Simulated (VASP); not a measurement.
Wanted: the native input for a VASP 6.6.1 run.

| Property | Result |
| --- | --- |
| Task | relaxation of shape and atoms at fixed volume |
| Functional | PBE |
| Potentials or basis | VASP PAW PBE potentials, release 64 (In_d) |
| Cutoff | 600 eV |
| k mesh | 13 × 13 × 7 |
| Occupations | fermi-dirac, width 0.08 eV |
| Spin | no spin polarisation |
| Dipole correction | no |
| Further INCAR settings | ALGO = Normal; EDIFF = 1e-06; IBRION = 2; EDIFFG = -0.005; NSW = 50; ISIF = 4 |

The structure of In lies in POSCAR:

```
In
1.0
    3.2620275961      0.0000000000      0.0000000000
   -1.6310137980      2.8249987661      0.0000000000
    0.0000000000      0.0000000000      5.1248752185
In
2
Direct
    0.3333333333      0.6666666667      0.2500000000
    0.6666666667      0.3333333333      0.7500000000
```

This isn't the form of In at room conditions, which is tetragonal.

The input as run:

INCAR

```
SYSTEM = In
  PREC = Accurate
  ENCUT = 600
  EDIFF = 1E-6
  ISMEAR = -1
  SIGMA = 0.08
  LREAL = .False.
  LASPH = .True.
  NELM = 100
  ALGO = Normal
  ISIF = 4
  LWAVE = .False.
  LCHARG = .False.
  GGA = PE
  IBRION = 2
  NSW = 50
  EDIFFG = -0.005
```

KPOINTS

```
regular mesh
0
Gamma
  13 13 7
  0 0 0
```

Potentials or basis: VASP PAW PBE potentials, release 64 (In_d).

Run with:

```bash
$ cat potpaw_PBE.64/In_d/POTCAR > POTCAR
$ mpirun -np 1 vasp_std > vasp.out
```

Results of the run:

```
Energy gained by relaxing : 0.4 meV/atom
Ionic steps               : 4
Pressure after relaxing   : 8.3 GPa
Band gap on the k mesh    : zero (bands 13 and 14 overlap by 5.63 eV)
```

Caveat: spin-orbit coupling is left out, which moves the levels of the heavy elements.

Run time: 2.1 min on 1 thread of Intel Xeon 8259CL (shared host), peak memory 0.23 GiB.
